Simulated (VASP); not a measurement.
A run of VASP 6.6.1:

INCAR

```
PREC = Accurate
ENCUT = 520
EDIFF = 1E-6
ISMEAR = 0
SIGMA = 0.1
LREAL = False
LASPH = True
NELM = 60
ALGO = Normal
ISIF = 2
LWAVE = False
LCHARG = False
GGA = PE
NBANDS = 44
```

Contents of KPOINTS:

```
Automatic mesh
0
Gamma
  3 3 4
```

Contents of POSCAR:

```
NaSr2Sn3
1.0
    6.9212814596      0.0000000000      0.0000000000
   -3.4606407298      5.9940055707      0.0000000000
    0.0000000000      0.0000000000      5.4422634268
Na Sr Sn
1 2 3
Direct
    0.0000000000      0.0000000000      0.0000000000
    0.3333333333      0.6666666667      0.0000000000
    0.6666666667      0.3333333333      0.0000000000
    0.5000000000      0.0000000000      0.5000000000
    0.5000000000      0.5000000000      0.5000000000
    0.0000000000      0.5000000000      0.5000000000
```

Potentials or basis: VASP PAW PBE potentials, release 64 (Na_pv, Sr_sv, Sn_d).

Command:

```console
$ cat potpaw_PBE.64/Na_pv/POTCAR potpaw_PBE.64/Sr_sv/POTCAR potpaw_PBE.64/Sn_d/POTCAR > POTCAR
$ mpirun -np 1 vasp_std > vasp.out
```

Hardware: 1 thread of AMD EPYC 7R43 64-Core Processor (Zen 3), on a shared host.

How long does it take, and how much memory?

Wall time 3.2 min on 1 thread of AMD EPYC 7R43 64-Core Processor (Zen 3), on a shared host, peak memory 0.33 GiB. Counts: scf iterations 13, k points 9.
